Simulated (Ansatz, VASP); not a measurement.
**One calculation of AgCl, two programs**

Contents of INCAR:

```
PREC = Accurate ; ENCUT = 520
EDIFF = 1E-7 ; ISMEAR = 0
SIGMA = 0.05 ; LREAL = F
LASPH = T ; NELM = 100
ALGO = Normal ; ISIF = 2
LWAVE = F ; LCHARG = F
GGA = PS ; NBANDS = 26
```

KPOINTS

```
regular mesh
0
Gamma
  10 10 6
```

The input POSCAR:

```
AgCl
1.0
    3.0979780550      0.0000000000      0.0000000000
    0.0000000000      3.3311591989      0.0000000000
    0.0000000000      0.0000000000      6.6623183978
Ag Cl
2 2
Direct
    0.0000000000      0.0000000000      0.0000000000
    0.0000000000      0.0000000000      0.5000000000
    0.3213834991      0.5000000000      0.2500000000
    0.6786165009      0.5000000000      0.7500000000
```

Input for Ansatz:

```yaml
crystal:
  lattice:
    - [3.097978055, 0.0, 0.0]
    - [0.0, 3.3311591989, 0.0]
    - [0.0, 0.0, 6.6623183978]
  atoms:
    - { symbol: Ag, position: [0.0, 0.0, 0.0] }
    - { symbol: Ag, position: [0.0, 0.0, 0.5] }
    - { symbol: Cl, position: [0.3213834991, 0.5, 0.25] }
    - { symbol: Cl, position: [0.6786165009, 0.5, 0.75] }
basis:
  ecutwfc: 420
kpoints:
  mp_grid: { grid: [10, 10, 6] }
hamiltonian:
  xc: pbesol
scf:
  occupations: { method: gaussian, width: 0.05 }
output:
  forces: true
  stress: true
  eigenvalues: true
  write_density: true
  write_potential: true
  elf: true
  volumetric_format: npy
```

Change from the starting cell: mode 1 frozen in at -0.595 Å, normal strain along x -0.0700.

Alike in both runs: task single point; functional PBEsol; k mesh 10 × 10 × 6; occupations gaussian, width 0.05 eV; no spin polarisation.

```csv
,VASP,Ansatz
version,VASP 6.6.1,Ansatz 0.2.0
potentials or method,"VASP PAW PBE potentials, release 64 (Ag, Cl), cutoff 520 eV","scalar-relativistic, plane waves, PAW"
valence electrons in the cell,36,52
```

VASP gave:

```
gap on the k mesh at the Fermi level (eV)                     : 0.57
least direct gap on the mesh (eV)                             : 0.62
pressure (GPa)                                                : 10.8
traceless stress, the component that is largest in VASP (GPa) : -1.81
rms of the force components (eV/Å)                            : 0.157
```

Task: Which values does Ansatz return?

Result: gap on the k mesh at the Fermi level (eV): 0.57; least direct gap on the mesh (eV): 0.62; pressure (GPa): 11.0; traceless stress, the component that is largest in VASP (GPa): -1.80; rms of the force components (eV/Å): 0.158.

VASP's potentials were made for PBE, not for PBEsol. Atom by atom the forces differ by 0.001 eV/Å (rms over components). VASP's potentials hold 36 valence electrons a cell and Ansatz's 52, so a difference there can come from the potentials and not from the codes.
